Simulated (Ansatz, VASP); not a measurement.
# C: VASP beside Ansatz

```xyz
4
Lattice="1.2021 -1.9734 0.0000 1.2021 1.9734 0.0000 0.0000 0.0000 6.8383" Properties=species:S:1:pos:R:3 pbc="T T T"
C     1.2021    1.6445    5.1276
C     1.2021   -0.3289    1.7106
C     1.2021   -1.6445    1.7106
C     1.2021    0.3289    5.1276
```

Change from the starting cell: volume 8.111 Å^3 an atom, stretch along a over the lengths across it, relative to the relaxed cell 1.0549.

Alike in both runs: task single point; functional PBEsol; k mesh 21 × 21 × 6; occupations gaussian, width 0.15 eV; no spin polarisation.

```csv
,VASP,Ansatz
version,VASP 6.6.1,Ansatz 0.2.0
potentials or method,"VASP PAW PBE potentials, release 64 (C), cutoff 520 eV","scalar-relativistic, plane waves, PAW"
valence electrons in the cell,16,16
```

```csv
,VASP,Ansatz,Ansatz less VASP
gap on the k mesh at the Fermi level (eV),none,none,-
rms of the force components (eV/Å),0.912,0.904,-0.0079
```

VASP's potentials were made for PBE, not for PBEsol, and Ansatz warns of the same on its side. Atom by atom the forces differ by 0.008 eV/Å (rms over components). A gap of «none» marks a metal or a gap that the smearing closes. The functional is the same, so the differences come from potentials, cutoffs and numerics.
